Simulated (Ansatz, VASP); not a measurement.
## One calculation of PbS, two programs

```
Pb S
1.0
     0.00000    2.96500    2.96500
     2.96500    0.00000    2.96500
     2.96500    2.96500    0.00000
Pb S
1 1
Direct
  0.00000 0.00000 0.00000
  0.50852 0.50852 0.50852
```

Change from the starting cell: all S atoms moved +0.087 Å, as atom 2 along Cartesian [1 1 1].

Alike in both runs: task single point; functional r2SCAN; k mesh 8 × 8 × 8; occupations gaussian, width 0.05 eV; no spin polarisation.

```csv
,VASP,Ansatz
version,VASP 6.6.1,Ansatz 0.2.0
potentials or method,"VASP PAW PBE potentials, release 64 (Pb_d, S), cutoff 550 eV","scalar-relativistic, plane waves, PAW"
valence electrons in the cell,20,20
```

```csv
,VASP,Ansatz,Ansatz less VASP
gap on the k mesh at the Fermi level (eV),0.65,0.64,-0.010
least direct gap on the mesh (eV),0.65,0.64,-0.010
pressure (GPa),1.5,1.5,+0.01
rms of the force components (eV/Å),0.025,0.023,-0.0023
```

VASP's potentials were made for PBE, not for r2SCAN. Atom by atom the forces differ by 0.002 eV/Å (rms over components). With one functional, cell and mesh, what is left measures potentials, basis and numerics.

Neither program's run includes spin-orbit coupling.
